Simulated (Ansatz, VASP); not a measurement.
Two plane-wave programs on Au

Contents of INCAR:

```
SYSTEM = Au
PREC = Accurate ; ENCUT = 520
EDIFF = 1E-6 ; ISMEAR = 0
SIGMA = 0.15 ; LREAL = .False.
LASPH = .True. ; NELM = 80
ALGO = Fast ; ISIF = 2
LWAVE = .False. ; LCHARG = .False.
GGA = PE ; NBANDS = 42
```

File KPOINTS:

```
Automatic mesh
0
Gamma
  23 23 4
  0 0 0
```

File POSCAR:

```
Au
1.0
    2.0790388404     -2.0790388404      0.0000000000
    2.0790388404      0.0000000000     -2.0790388404
    8.2295528214      8.2295528214      8.2295528214
Au
6
Direct
    0.6666666667      0.6666666667      0.0841934379
    0.0000000000      0.0000000000      0.9262962372
    0.3333333333      0.3333333333      0.2526139977
    0.6666666667      0.6666666667      0.5894551175
    0.0000000000      0.0000000000      0.4210345576
    0.3333333333      0.3333333333      0.7578756773
```

Input for Ansatz:

```yaml
crystal:
  lattice:
    - [2.0790388404, -2.0790388404, 0.0]
    - [2.0790388404, 0.0, -2.0790388404]
    - [8.2295528214, 8.2295528214, 8.2295528214]
  atoms:
    - { symbol: Au, position: [0.6666666667, 0.6666666667, 0.0841934379] }
    - { symbol: Au, position: [0.0, 0.0, 0.9262962372] }
    - { symbol: Au, position: [0.3333333333, 0.3333333333, 0.2526139977] }
    - { symbol: Au, position: [0.6666666667, 0.6666666667, 0.5894551175] }
    - { symbol: Au, position: [0.0, 0.0, 0.4210345576] }
    - { symbol: Au, position: [0.3333333333, 0.3333333333, 0.7578756773] }
basis:
  ecutwfc: 420
kpoints:
  mp_grid: { grid: [23, 23, 4] }
hamiltonian:
  xc: pbe
scf:
  occupations: { method: gaussian, width: 0.15 }
output:
  forces: true
  stress: true
  eigenvalues: true
```

Alike in both runs: task single point; functional PBE; k mesh 23 × 23 × 4; occupations gaussian, width 0.15 eV; no spin polarisation.

|  | VASP | Ansatz |
| --- | --- | --- |
| version | VASP 6.6.1 | Ansatz 0.2.0 |
| potentials or method | VASP PAW PBE potentials, release 64 (Au), cutoff 520 eV | scalar-relativistic, plane waves, PAW |
| valence electrons in the cell | 66 | 114 |

Ansatz gave:

* gap on the k mesh at the Fermi level (eV): none
* pressure (GPa): 1.8
* traceless stress, the component that is largest in VASP (GPa): 0.25
* rms of the force components (eV/Å): 0.229

**Question.** What did VASP give for the same quantities?

**Answer.** gap on the k mesh at the Fermi level (eV): none; pressure (GPa): 1.6; traceless stress, the component that is largest in VASP (GPa): 0.25; rms of the force components (eV/Å): 0.228.

Atom by atom the forces differ by 0.001 eV/Å (rms over components). A gap of «none» marks a metal or a gap that the smearing closes. With one functional, cell and mesh, what is left measures potentials, basis and numerics. VASP's potentials hold 66 valence electrons a cell and Ansatz's 114, so a difference there can come from the potentials and not from the codes.

Neither program's run includes spin-orbit coupling.
